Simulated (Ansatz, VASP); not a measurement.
# Two plane-wave programs on Nb

```xyz
1
Lattice="2.6625 0.0000 0.0000 0.0000 2.6625 0.0000 0.0000 0.0000 2.6625" Properties=species:S:1:pos:R:3 pbc="T T T"
Nb    0.0000    0.0000    0.0000
```

Alike in both runs: task single point; functional RPBE; k mesh 13 × 13 × 13; occupations fermi-dirac, width 0.1 eV; no spin polarisation.

```csv
,VASP,Ansatz
version,VASP 6.6.1,Ansatz 0.2.0
potentials or method,"VASP PAW PBE potentials, release 64 (Nb_sv), cutoff 520 eV","plane waves (420 eV) with PAW, scalar-relativistic"
valence electrons in the cell,13,13
```

```tsv
	VASP	Ansatz	Ansatz less VASP
pressure (GPa)	11.6	11.8	+0.17
```

VASP's potentials were made for PBE, not for RPBE. With one functional, cell and mesh, what is left measures potentials, basis and numerics.
